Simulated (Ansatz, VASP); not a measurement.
Two plane-wave programs on Al2HCl

```xyz
8
Lattice="3.3992 0.0000 0.0000 0.0000 5.3157 0.0000 0.0000 0.0000 8.9590" Properties=species:S:1:pos:R:3 pbc="T T T"
Al    0.0000    4.0367    7.8731
Al    1.6996    3.9368    1.0859
Al    0.0000    1.2789    7.8731
Al    1.6996    1.3789    1.0859
H     1.6996    2.6578    8.2387
H     0.0000    0.0000    0.7203
Cl    0.0000    2.6578    5.9303
Cl    1.6996    0.0000    3.0287
```

Alike in both runs: functional PBE; k mesh 12 × 8 × 6; occupations gaussian, width 0.1 eV; no spin polarisation.

Ansatz relaxed the structure, and its values are those at the end. VASP's run is a single point on that final structure, the one shown.

```csv
,VASP,Ansatz
version,VASP 6.6.1,Ansatz 0.2.0
potentials or method,"VASP PAW PBE potentials, release 64 (Al, H, Cl), cutoff 520 eV","scalar-relativistic, plane waves, PAW"
valence electrons in the cell,28,28
```

```csv
,VASP,Ansatz,Ansatz less VASP
gap on the k mesh at the Fermi level (eV),none,none,-
pressure (GPa),-0.1,0.0,+0.09
rms of the force components (eV/Å),0.006,0.001,-0.0051
```

A gap of «none» marks a metal or a gap that the smearing closes.
